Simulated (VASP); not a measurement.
A run of VASP 6.6.1 is set up as follows.

File INCAR:

```
PREC = Accurate
ENCUT = 520
EDIFF = 1E-6
ISMEAR = 0
SIGMA = 0.2
LREAL = False
LASPH = True
NELM = 100
ALGO = Normal
ISIF = 2
LWAVE = False
LCHARG = False
GGA = PE
NBANDS = 45
```

Contents of KPOINTS:

```
Automatic mesh
0
Gamma
  3 3 3
```

POSCAR

```
Mg2GeN3
1.0
    5.1095245539     -2.9544305462      0.0000000000
    5.1095245539      2.9544305462      0.0000000000
    0.0000000000      0.0000000000      4.9929682287
Mg Ge N
4 2 6
Direct
    0.1681613242      0.5012881670     -0.0194545297
    0.8318386758      0.4987118330      0.4805454703
    0.5012881670      0.1681613242      0.4805454703
    0.4987118330      0.8318386758     -0.0194545297
    0.8374782531      0.1625217469      0.9965471287
    0.1625217469      0.8374782531      0.4965471287
    0.8343973241      0.4714436154      0.9139666828
    0.5285563846      0.1656026759      0.9139666828
    0.8611639162      0.1388360838      0.3754285650
    0.4714436154      0.8343973241      0.4139666828
    0.1656026759      0.5285563846      0.4139666828
    0.1388360838      0.8611639162      0.8754285650
```

Potentials or basis: VASP PAW PBE potentials, release 64 (Mg, Ge_d, N).

The run is started by

```bash
$ cat potpaw_PBE.64/Mg/POTCAR potpaw_PBE.64/Ge_d/POTCAR potpaw_PBE.64/N/POTCAR > POTCAR
$ mpirun -np 1 vasp_std > vasp.out
```

**Question.** Predict the pressure.

**Answer.** -0.6 GPa.

**Question.** What does it give for the band gap on the k mesh?

**Answer.** Zero (band 33 reaches 3.06 eV, above the bottom of band 34 at 3.02 eV).

**Question.** What does it give for the largest force?

**Answer.** 0.038 eV/Å.

Forces in eV/Å, atoms in the order of the input:
```
Mg   0.007 -0.001 -0.002
Mg  -0.007  0.001 -0.002
Mg   0.007  0.001 -0.002
Mg  -0.007 -0.001 -0.002
Ge   0.000  0.035  0.015
Ge   0.000 -0.035  0.015
N   -0.009 -0.006  0.000
N    0.009 -0.006  0.000
N    0.000 -0.009 -0.009
N   -0.009  0.006  0.000
N    0.009  0.006  0.000
N    0.000  0.009 -0.009
```

Caveat: the k points lie up to 0.42 Å⁻¹ apart.
